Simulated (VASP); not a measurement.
Wanted: the native input for a VASP 6.6.1 run.

```yaml
Task: single point
Functional: r2SCAN
Potentials_or_basis: VASP PAW PBE potentials, release 64 (Ti_sv, O)
Cutoff: 520 eV
k_mesh: 6 × 6 × 8
Occupations: gaussian, width 0.05 eV
Spin: no spin polarisation
Hubbard_terms: Ti d U = 4.0 eV
Dipole_correction: no
Further_INCAR_settings: ALGO = Normal; EDIFF = 1e-07; NBANDS = 33
```

TiO2:

```xyz
6
Lattice="4.2296 0.0000 0.0000 0.0000 4.2296 0.0000 0.0000 0.0000 2.8732" Properties=species:S:1:pos:R:3 pbc="T T T"
Ti    0.0000    0.0000    0.0000
Ti    2.1148    2.1148    1.4366
O     1.2906    1.2906    0.0000
O     0.8242    3.4054    1.4366
O     2.9390    2.9390    0.0000
O     3.4054    0.8242    1.4366
```

This cell differs from its parent crystal: strain -0.080 along x and y, -0.040 along z.

The input as run:

POSCAR

```
TiO2
1.0
    4.2295744681      0.0000000000      0.0000000000
    0.0000000000      4.2295744681      0.0000000000
    0.0000000000      0.0000000000      2.8731688202
Ti O
2 4
Direct
    0.0000000000      0.0000000000      0.0000000000
    0.5000000000      0.5000000000      0.5000000000
    0.3051400959      0.3051400959      0.0000000000
    0.1948599041      0.8051400959      0.5000000000
    0.6948599041      0.6948599041      0.0000000000
    0.8051400959      0.1948599041      0.5000000000
```

INCAR.step1

```
SYSTEM = TiO2
PREC = Accurate
ENCUT = 520
ISMEAR = 0
SIGMA = 0.05
LREAL = .FALSE.
LASPH = .TRUE.
NELM = 150
LMAXMIX = 4
LDAU = .TRUE.
LDAUTYPE = 2
LDAUL = 2 -1
LDAUU = 4 0
LDAUJ = 0 0
NBANDS = 33
GGA = PE
ALGO = Normal
EDIFF = 1E-4
LWAVE = .TRUE.
LCHARG = .FALSE.
```

INCAR.step2

```
SYSTEM = TiO2
PREC = Accurate
ENCUT = 520
EDIFF = 1E-7
ISMEAR = 0
SIGMA = 0.05
LREAL = .FALSE.
LASPH = .TRUE.
NELM = 150
ALGO = Normal
ISIF = 2
LWAVE = .FALSE.
LCHARG = .FALSE.
LMAXMIX = 4
LDAU = .TRUE.
LDAUTYPE = 2
LDAUL = 2 -1
LDAUU = 4 0
LDAUJ = 0 0
LDAUPRINT = 1
METAGGA = R2SCAN
LMIXTAU = .TRUE.
NBANDS = 33
ISTART = 1
```

KPOINTS

```
regular mesh
0
G
  6 6 8
  0 0 0
```

Potentials or basis: VASP PAW PBE potentials, release 64 (Ti_sv, O).

The run is started by

```console
$ cat potpaw_PBE.64/Ti_sv/POTCAR potpaw_PBE.64/O/POTCAR > POTCAR
$ cp INCAR.step1 INCAR
$ mpirun -np 1 vasp_std > vasp.out
$ cp INCAR.step2 INCAR
$ mpirun -np 1 vasp_std > vasp.out
```

It gave:

```json
{
  "Pressure": "84.9 GPa",
  "Largest force": "0.701 eV/Å",
  "Band gap on the k mesh": "3.37 eV"
}
```

Caveat: the cell differs from its parent crystal (strain -0.080 along x and y, -0.040 along z); the cell stands under pressure; the PAW data sets were made with another functional, which shifts forces and pressure a little.

Run time: 5.1 min on 1 thread of AMD EPYC 7R13 Processor (Zen 3) (shared host), peak memory 0.18 GiB.
